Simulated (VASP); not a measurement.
# Si62P (a cell with a defect) in VASP: further runs

The runs below take Si62P (a cell with a defect) through single point, with PBE.

All numbers are computed with VASP 6.6.1; they aren't measurements. Logs are shortened: lines on timing, memory, paths and dates and some standing lists are left out, and cuts for length are marked.

## Step 1: The cell of the first run

The cell holds a defect, 63 atoms: a = 10.860 Å, b = 10.860 Å, c = 10.860 Å, α = 90.00°, β = 90.00°, γ = 90.00°.

## Step 2: Single point, PBE

INCAR

```
SYSTEM = Si62P
ALGO = Normal
EDIFF = 1E-6
ENCUT = 520
GGA = PE
ISIF = 2
ISMEAR = 0
LASPH = .True.
LCHARG = .True.
LELF = .True.
LREAL = Auto
LVHAR = .True.
LWAVE = .False.
NBANDS = 164
NELECT = 254.0
NELM = 80
PREC = Accurate
SIGMA = 0.02
```

KPOINTS

```
k-points
0
Gamma
  1 1 1
  0 0 0
```

POSCAR

```
Si62P
1.0
   10.8600000000      0.0000000000      0.0000000000
    0.0000000000     10.8600000000      0.0000000000
    0.0000000000      0.0000000000     10.8600000000
Si P
62 1
Direct
    0.4997405705     -0.0001363063      0.0007135770
    0.6271543041      0.1248951676      0.1248952923
    0.7527556968      0.2534509260      0.0047410115
    0.8801217932      0.3778739806      0.1324195840
    0.7520576945      0.0009848073      0.2520443991
    0.8786710014      0.1271041985      0.3764588010
   -0.0009666796     -0.0057581133      0.0019063151
    0.1269333947      0.1241607533      0.1186326761
    0.2501956835      0.2518245486     -0.0058043014
    0.3754888310      0.3717346046      0.1247168845
    0.4990244594      0.4986236299      0.0012919233
    0.6312261535      0.6210766084      0.1328239129
    0.7493973217      0.7478021171      0.0031977699
    0.8747509445      0.8690669090      0.1312874739
    0.2552086026      0.0044592570      0.2452064872
    0.3819662897      0.1240879020      0.3733493467
    0.5061591591      0.2520323433      0.2501126913
    0.6316960145      0.3779822393      0.3773468239
    0.7702214671      0.5065870178      0.2698503398
    0.9085175034      0.6243312249      0.4158781867
    0.4985989840     -0.0058750857      0.5013588133
    0.6202464978      0.1266964880      0.6243361664
    0.7528713564      0.2498347585      0.5036222229
    0.8753466199      0.3795107773      0.6245006525
    0.7449971773      0.0076092070      0.7554537899
    0.8761934645      0.1268625379      0.8799796059
    0.0000873034      0.5003361337     -0.0005269995
    0.1241577629      0.6218619587      0.1280329066
    0.2493619630      0.7462375270     -0.0002469414
    0.3762874859      0.8718894051      0.1241323118
    0.0087035336      0.2482773222      0.2496872203
    0.2490865841      0.4928586641      0.2514670884
    0.3726684097      0.6218777650      0.3761896317
    0.5008523759      0.7463746036      0.2510587129
    0.6277489655      0.8717490421      0.3760333784
    0.0000976853     -0.0004460722      0.5003942548
    0.1239339688      0.1272035229      0.6218157646
    0.2509849909      0.2480702327      0.4917817950
    0.3680509813      0.3779007549      0.6202828459
    0.5010656275      0.5003201213      0.5003805692
    0.6249113677      0.6257302267      0.6266342069
    0.7551938674      0.7499485317      0.5060020567
    0.8696289143      0.8833838774      0.6307955540
    0.2484360035      0.0010854088      0.7484104746
    0.3756507573      0.1249400692      0.8732185622
    0.4958042464      0.2536278586      0.7477674859
    0.6243529935      0.3752219091      0.8762797283
    0.7491119123      0.5003871937      0.7513727643
    0.8740348337      0.6257269441      0.8754179360
    0.0037885445      0.7456339673      0.2589317112
    0.1292800246      0.8810753970      0.3712530969
    0.0849589170      0.6249191875      0.5920579112
    0.2418451537      0.7456904485      0.4965470040
    0.3691385014      0.8691840409      0.6256042151
   -0.0033050071      0.2503158582      0.7472475339
    0.1230841920      0.3780501673      0.8687865389
    0.2305568261      0.5065920756      0.7301886485
    0.3675400556      0.6211283782      0.8691088100
    0.4972109787      0.7480572973      0.7511354423
    0.6234721594      0.8740486090      0.8771402822
   -0.0053531802      0.7503348147      0.7454340957
    0.1245893014      0.8719538605      0.8730062686
    0.1256547932      0.3723160986      0.3750954880
```

Potentials or basis: VASP PAW PBE potentials, release 64 (Si, P).

Run with:

```bash
$ cat potpaw_PBE.64/Si/POTCAR potpaw_PBE.64/P/POTCAR > POTCAR
$ mpirun -np 1 vasp_gam > vasp.out
```

OUTCAR:

```text
SYSTEM = Si62P
   EDIFF = 1E-6
   ENCUT = 520
   GGA = PE
   ISIF = 2
   ISMEAR = 0
   LASPH = .True.
   LREAL = Auto
   NELECT = 254.0
   NELM = 80
   PREC = Accurate

 ion  position               nearest neighbor table
   1  0.500  1.000  0.001-  60 2.34  30 2.35   2 2.36  45 2.36
   2  0.627  0.125  0.125-  17 2.34   3 2.35   5 2.36   1 2.36
   3  0.753  0.253  0.005-   2 2.35  26 2.35  47 2.37   4 2.38
   4  0.880  0.378  0.132-  27 2.36  31 2.36  19 2.37   3 2.38
   5  0.752  0.001  0.252-  14 2.36   2 2.36   6 2.36  35 2.37
   6  0.879  0.127  0.376-  36 2.34  23 2.36   5 2.36  31 2.37
[... 15 lines left out ...]
  22  0.620  0.127  0.624-  46 2.35  25 2.35  23 2.36  21 2.37
  23  0.753  0.250  0.504-  24 2.34  18 2.36   6 2.36  22 2.36
  24  0.875  0.380  0.625-  23 2.34  55 2.34  48 2.35
  25  0.745  0.008  0.755-  43 2.34  22 2.35  26 2.35  60 2.36
  26  0.876  0.127  0.880-   3 2.35  25 2.35  55 2.36   7 2.37
  27  0.000  0.500  0.999-  28 2.35  49 2.35   4 2.36  56 2.36
  28  0.124  0.622  0.128-  27 2.35  50 2.35  32 2.37  29 2.37
  29  0.249  0.746  1.000-  58 2.35  30 2.36  62 2.37  28 2.37
  30  0.376  0.872  0.124-   1 2.35  15 2.35  29 2.36  34 2.36
[... 30 lines left out ...]
  61  0.995  0.750  0.745-  43 2.34  49 2.35  52 2.36  62 2.38
  62  0.125  0.872  0.873-   7 2.36  29 2.37  44 2.37  61 2.38
  63  0.126  0.372  0.375-  38 2.30  31 2.30  32 2.31

  LATTYP: Found a simple cubic cell.
 ALAT       =    10.8600000000

  Lattice vectors:

 A1 = (  10.8600000000,   0.0000000000,   0.0000000000)
 A2 = (   0.0000000000,  10.8600000000,   0.0000000000)
 A3 = (   0.0000000000,   0.0000000000,  10.8600000000)

Analysis of symmetry for initial positions (statically):
=====================================================================
 Subroutine PRICEL returns:
 Original cell was already a primitive cell.

 Routine SETGRP: Setting up the symmetry group for a
 simple cubic supercell.

 Subroutine GETGRP returns: Found  1 space group operations
 (whereof  1 operations were pure point group operations)
 out of a pool of 48 trial point group operations.

The static configuration has the point symmetry C_1 .

Analysis of symmetry for dynamics (positions and initial velocities):
=====================================================================
 Subroutine PRICEL returns:
 Original cell was already a primitive cell.

 Routine SETGRP: Setting up the symmetry group for a
 simple cubic supercell.

 Subroutine GETGRP returns: Found  1 space group operations
 (whereof  1 operations were pure point group operations)
 out of a pool of 48 trial point group operations.

The dynamic configuration has the point symmetry C_1 .

[... 199 lines left out ...]
   NSW    =      0    number of steps for IOM
[... 5 lines left out ...]
   TEBEG  =    0.0;   TEEND  =   0.0 temperature during run
   PSTRESS=    0.0 pullay stress
   NELECT =     254.0000    total number of electrons
   NUPDOWN=      -1.0000    fix difference up-down
   EMIN   =  10.00;   EMAX   =-10.00  energy-range for DOS
   EFERMI =   0.00;   METHOD = LEGACY
   ISMEAR =     0;   SIGMA  =   0.02  broadening in eV -4-tet -1-fermi 0-gaus
   EFERMI_NEDOS =   21; number of points for ismear=-14 and -15
   IALGO  =     38    algorithm
   IMIX   =      4    mixing-type and parameters
     AMIX     =   0.40;   BMIX     =  1.00
     AMIX_MAG =   1.60;   BMIX_MAG =  1.00
  volume/ion in A,a.u.               =      20.33       137.20
  Fermi-wavevector in a.u.,A,eV,Ry     =   0.954677  1.804077 12.400449  0.911407
  Thomas-Fermi vector in A             =   2.083445
   LORBIT       =      0    0 simple, 1 ext, 2 COOP (PROOUT), +10 PAW based schemes
   GGA     = PE    functional components
   LHFCALC =     F    Hartree Fock is set to
   AEXX    =    0.0000 exact exchange contribution
   IVDW    =     0    specifies the selected vdW correction
   LEPSILON=     F    determine dielectric tensor
   LRPA    =     F    only Hartree local field effects (RPA)
 non-spin polarized calculation
 Gauss-broadening in eV      SIGMA  =   0.02
  energy-cutoff  :      520.00
  volume of cell :     1280.82
 maximum number of plane-waves:     17229
 NGX is ok and might be reduce to    84
   NGX = 41   NGY = 41   NGZ = 41

 number of electron     253.9999994 magnetization

 Free energy of the ion-electron system (eV)
  ---------------------------------------------------
  ext. energy  EPLUGINS =         0.00000000
  ---------------------------------------------------
  free energy    TOTEN  =      -326.70406670 eV

  energy without entropy =     -326.70406670  energy(sigma->0) =     -326.70406670

 E-fermi :   6.2392     XC(G=0):  -9.3586

 val. band max:        6.1334080776   @ k =   0.0000   0.0000   0.0000
 cond. band min:       6.3339722998   @ k =   0.0000   0.0000   0.0000
 fundamental gap:      0.2005642222
 Fermi energy:         6.2391730338

 k-point     1 :       0.0000    0.0000    0.0000
  band No.  band energies     occupation
      1      -6.3264      2.00000
      2      -5.7403      2.00000
      3      -5.1422      2.00000
      4      -5.1386      2.00000
      5      -5.1254      2.00000
      6      -5.0800      2.00000
[... 131 lines left out ...]
    138       6.8814      0.00000
    139       6.9197      0.00000
 [bands above 139 left out]

------------------------ aborting loop because EDIFF is reached ----------------------------------------

  FORCE on cell =-STRESS in cart. coord.  units (eV):
  Direction    XX          YY          ZZ          XY          YZ          ZX
  --------------------------------------------------------------------------------------
  -------------------------------------------------------------------------------------
  Total       16.1150193     23.7483880     15.9772849     -3.1929978      3.3971538    -10.0935386
  in kB       20.1582087     29.7067570     19.9859173     -3.9941073      4.2494852    -12.6259642
  external PRESSURE =      23.2836276 kB  Pullay stress =       0.0000000 kB

 VOLUME and BASIS-vectors are now :
 -----------------------------------------------------------------------------
  energy-cutoff  :      520.00
  volume of cell :     1280.82
      direct lattice vectors                 reciprocal lattice vectors
    10.860000000  0.000000000  0.000000000     0.092081031  0.000000000  0.000000000
     0.000000000 10.860000000  0.000000000     0.000000000  0.092081031  0.000000000
     0.000000000  0.000000000 10.860000000     0.000000000  0.000000000  0.092081031

 POSITION                                       TOTAL-FORCE (eV/Angst)
 -----------------------------------------------------------------------------------
      5.42718     10.85852      0.00775        -0.002590     -0.002429      0.004504
      6.81090      1.35636      1.35636         0.000545     -0.000640     -0.003149
      8.17493      2.75248      0.05149         0.001792      0.000224      0.003222
      9.55812      4.10371      1.43808         0.002792     -0.002261     -0.000802
      8.16735      0.01070      2.73720         0.000290      0.001497      0.001469
      9.54237      1.38035      4.08834        -0.001675     -0.003364     -0.001773
[... 55 lines left out ...]
      1.35304      9.46942      9.48085         0.002854      0.001538     -0.003218
      1.36461      4.04335      4.07354         0.002101     -0.007588     -0.005431
 -----------------------------------------------------------------------------------
    total drift:                               -0.004321      0.000680      0.011409

  FREE ENERGIE OF THE ION-ELECTRON SYSTEM (eV)
  ---------------------------------------------------
  free  energy   TOTEN  =      -326.7040666999 eV

  energy  without entropy=     -326.7040666999  energy(sigma->0) =     -326.70406670
```

Run time: 4.8 min. Hardware: 1 thread of AMD EPYC 9R45 (Zen 5), shared host; peak memory 1 GiB.

Results:

```yaml
Free_energy: -326.7041 eV
Largest_force: 0.016 eV/Å
```

Forces on the atoms (eV/Å):
```
Si  -0.003 -0.002  0.005
Si   0.001 -0.001 -0.003
Si   0.002  0.000  0.003
Si   0.003 -0.002 -0.001
Si   0.000  0.001  0.001
Si  -0.002 -0.003 -0.002
Si   0.001 -0.002  0.006
Si   0.000  0.001 -0.001
Si   0.002  0.002  0.002
Si   0.002  0.002  0.002
Si   0.000 -0.011  0.000
Si   0.000  0.011 -0.001
Si  -0.001 -0.001  0.002
Si   0.000  0.000 -0.002
Si   0.000 -0.002  0.000
Si   0.000  0.001  0.003
Si  -0.001 -0.003 -0.003
Si  -0.001  0.001 -0.005
Si  -0.003 -0.011  0.004
Si   0.004  0.013 -0.005
Si  -0.004 -0.001 -0.002
Si   0.000  0.003 -0.002
Si   0.002 -0.001  0.007
Si  -0.003 -0.013  0.009
Si   0.004  0.000 -0.004
Si   0.003  0.002 -0.001
Si   0.001  0.001 -0.003
Si   0.000  0.002 -0.004
Si  -0.005 -0.003  0.003
Si   0.001  0.002 -0.002
Si   0.004  0.001  0.005
Si  -0.004  0.004  0.003
Si   0.000  0.000  0.001
Si  -0.002 -0.002  0.004
Si  -0.001  0.004 -0.004
Si   0.001  0.000  0.003
Si   0.001 -0.002  0.002
Si  -0.006  0.003 -0.002
Si  -0.001 -0.002 -0.002
Si   0.001  0.001  0.001
Si   0.001  0.004  0.001
Si  -0.004  0.001  0.007
Si   0.004 -0.003 -0.002
Si   0.000  0.001  0.000
Si   0.001 -0.002 -0.002
Si  -0.004  0.000 -0.001
Si   0.002  0.004 -0.001
Si   0.000  0.003 -0.004
Si  -0.003  0.004  0.001
Si   0.005  0.000 -0.004
Si  -0.001  0.001  0.000
Si   0.002  0.004  0.000
Si   0.003  0.002 -0.006
Si   0.002  0.001  0.006
Si  -0.006 -0.006 -0.002
Si   0.003  0.002 -0.003
Si  -0.004 -0.009  0.001
Si   0.004  0.013  0.001
Si  -0.002 -0.005  0.000
Si   0.000  0.003 -0.004
Si  -0.005 -0.003  0.002
Si   0.003  0.002 -0.003
P    0.002 -0.008 -0.005
```

Levels at points of the mesh, in eV from the Fermi level:
| k point | band 123 | band 124 | band 125 | band 126 | band 127 | band 128 | band 129 | band 130 | band 131 | band 132 |
| --- | --- | --- | --- | --- | --- | --- | --- | --- | --- | --- |
| (0.00, 0.00, 0.00) | -1.35 | -0.84 | -0.77 | -0.45 | -0.11 | 0.09 | 0.16 | 0.20 | 0.21 | 0.25 |

Caveat: the k points lie up to 0.58 Å⁻¹ apart; the cell carries a net charge on a neutralising background, which shifts energy and pressure; the cell is charged against a uniform background, so pressure and absolute levels hang on convention.

## Step 3: Single point, PBE

INCAR

```
PREC     = Accurate       # precision mode
ENCUT    = 520            # plane-wave cutoff, eV
EDIFF    = 1E-7           # SCF threshold, eV
ISMEAR   = 0              # smearing method
SIGMA    = 0.02           # smearing width, eV
LREAL    = Auto         
LASPH    = T              # aspherical terms in the spheres
NELM     = 100            # most SCF steps
ALGO     = Normal         # electronic algorithm
ISIF     = 2              # what is computed and relaxed
LWAVE    = F              # write WAVECAR
LCHARG   = F              # write CHGCAR
GGA      = PE             # functional
NBANDS   = 164            # bands
NELECT   = 254.0
```

KPOINTS

```
regular mesh
0
Gamma
  1 1 1
```

POSCAR

```
Si62P
1.0
   10.8600000000      0.0000000000      0.0000000000
    0.0000000000     10.8600000000      0.0000000000
    0.0000000000      0.0000000000     10.8600000000
Si P
62 1
Direct
    0.4997406077     -0.0001362799      0.0007135359
    0.6271543278      0.1248952118      0.1248953039
    0.7527557090      0.2534509208      0.0047409761
    0.8801218232      0.3778739411      0.1324196133
    0.7520577348      0.0009848066      0.2520443831
    0.8786709945      0.1271042357      0.3764588398
   -0.0009666667     -0.0057581031      0.0019063536
    0.1269334254      0.1241607735      0.1186326888
    0.2501956722      0.2518245856     -0.0058043278
    0.3754888582      0.3717346225      0.1247168508
    0.4990244936      0.4986236648      0.0012918969
    0.6312261510      0.6210766114      0.1328239411
    0.7493973297      0.7478021179      0.0031977901
    0.8747509208      0.8690669429      0.1312874770
    0.2552085635      0.0044593002      0.2452064457
    0.3819662983      0.1240879374      0.3733493554
    0.5061591160      0.2520323204      0.2501127072
    0.6316960405      0.3779822284      0.3773467772
    0.7702214549      0.5065870166      0.2698503683
    0.9085174954      0.6243312155      0.4158781768
    0.4985989871     -0.0058750460      0.5013588398
    0.6202465009      0.1266965009      0.6243361878
    0.7528713628      0.2498347145      0.5036221915
    0.8753465930      0.3795107735      0.6245006446
    0.7449971455      0.0076092081      0.7554537753
    0.8761934622      0.1268625230      0.8799796501
    0.0000872928      0.5003360958     -0.0005269797
    0.1241577348      0.6218619705      0.1280328729
    0.2493619705      0.7462375691     -0.0002469613
    0.3762874770      0.8718894107      0.1241323204
    0.0087034991      0.2482773481      0.2496872007
    0.2490865562      0.4928586556      0.2514671271
    0.3726684162      0.6218777164      0.3761895948
    0.5008523941      0.7463745856      0.2510587477
    0.6277489871      0.8717490792      0.3760334254
    0.0000976980     -0.0004460405      0.5003942910
    0.1239339779      0.1272034991      0.6218157459
    0.2509849908      0.2480702578      0.4917817680
    0.3680510129      0.3779007366      0.6202828729
    0.5010656538      0.5003201657      0.5003805709
    0.6249113260      0.6257302026      0.6266342541
    0.7551938306      0.7499485267      0.5060020258
    0.8696289134      0.8833838858      0.6307955801
    0.2484360037      0.0010854512      0.7484104972
    0.3756507366      0.1249400552      0.8732186004
    0.4958042357      0.2536279006      0.7477674954
    0.6243529466      0.3752219153      0.8762797422
    0.7491118785      0.5003872007      0.7513727440
    0.8740348066      0.6257269797      0.8754179558
    0.0037885820      0.7456339779      0.2589316759
    0.1292800184      0.8810754144      0.3712531308
    0.0849589319      0.6249191529      0.5920579190
    0.2418451197      0.7456904236      0.4965469613
    0.3691384899      0.8691840700      0.6256042357
   -0.0033049724      0.2503158379      0.7472475138
    0.1230841621      0.3780501842      0.8687865562
    0.2305568140      0.5065920810      0.7301886740
    0.3675400552      0.6211283610      0.8691088398
    0.4972109576      0.7480572744      0.7511354512
    0.6234721915      0.8740486188      0.8771402394
   -0.0053532228      0.7503348066      0.7454340700
    0.1245893186      0.8719538674      0.8730062615
    0.1256547882      0.3723161142      0.3750954880
```

Potentials or basis: VASP PAW PBE potentials, release 64 (Si, P).

Run with:

```bash
$ cat potpaw_PBE.64/Si/POTCAR potpaw_PBE.64/P/POTCAR > POTCAR
$ mpirun -np 1 vasp_gam > vasp.out
```

It took 4.2 min on 1 thread of AMD EPYC 9R45 (Zen 5), shared host; peak memory 1 GiB.

It converged, with:

- Free energy: -326.7041 eV
- Largest force: 0.016 eV/Å

Forces in eV/Å, atoms in the order of the input:
```
Si  -0.003 -0.002  0.005
Si   0.001 -0.001 -0.003
Si   0.002  0.000  0.003
Si   0.003 -0.002 -0.001
Si   0.000  0.002  0.001
Si  -0.002 -0.003 -0.002
Si   0.001 -0.002  0.006
Si   0.000  0.001 -0.001
Si   0.002  0.002  0.002
Si   0.002  0.002  0.002
Si   0.000 -0.011  0.000
Si   0.000  0.011 -0.001
Si  -0.001 -0.001  0.002
Si   0.000  0.000 -0.002
Si   0.000 -0.003  0.000
Si   0.000  0.001  0.003
Si  -0.001 -0.003 -0.003
Si  -0.001  0.001 -0.005
Si  -0.003 -0.011  0.004
Si   0.004  0.013 -0.005
Si  -0.004 -0.001 -0.002
Si   0.000  0.003 -0.002
Si   0.002 -0.001  0.007
Si  -0.003 -0.013  0.009
Si   0.004  0.000 -0.004
Si   0.003  0.002 -0.001
Si   0.001  0.001 -0.003
Si   0.000  0.002 -0.004
Si  -0.005 -0.003  0.003
Si   0.001  0.002 -0.002
Si   0.004  0.001  0.005
Si  -0.004  0.004  0.003
Si   0.000  0.000  0.001
Si  -0.002 -0.002  0.004
Si  -0.001  0.004 -0.004
Si   0.001  0.000  0.003
Si   0.001 -0.002  0.002
Si  -0.006  0.003 -0.002
Si  -0.001 -0.002 -0.002
Si   0.001  0.001  0.001
Si   0.001  0.004  0.001
Si  -0.004  0.001  0.007
Si   0.004 -0.003 -0.002
Si   0.000  0.001  0.000
Si   0.001 -0.002 -0.002
Si  -0.004  0.000 -0.001
Si   0.002  0.004 -0.001
Si   0.000  0.003 -0.004
Si  -0.003  0.004  0.001
Si   0.005  0.000 -0.004
Si  -0.001  0.001  0.000
Si   0.002  0.004  0.000
Si   0.003  0.002 -0.006
Si   0.002  0.001  0.006
Si  -0.006 -0.006 -0.002
Si   0.003  0.002 -0.003
Si  -0.004 -0.009  0.001
Si   0.004  0.013  0.001
Si  -0.002 -0.005  0.000
Si   0.000  0.003 -0.004
Si  -0.005 -0.003  0.002
Si   0.003  0.002 -0.003
P    0.002 -0.008 -0.005
```

Levels at points of the mesh, in eV from the Fermi level:
```
           k point  band 125  band 126  band 127  band 128  band 129  band 130
(0.00, 0.00, 0.00)     -0.77     -0.45     -0.11      0.09      0.16      0.20
```

Caveat: the k points lie up to 0.58 Å⁻¹ apart; the cell carries a net charge on a neutralising background, which shifts energy and pressure; the cell is charged against a uniform background, so pressure and absolute levels hang on convention.
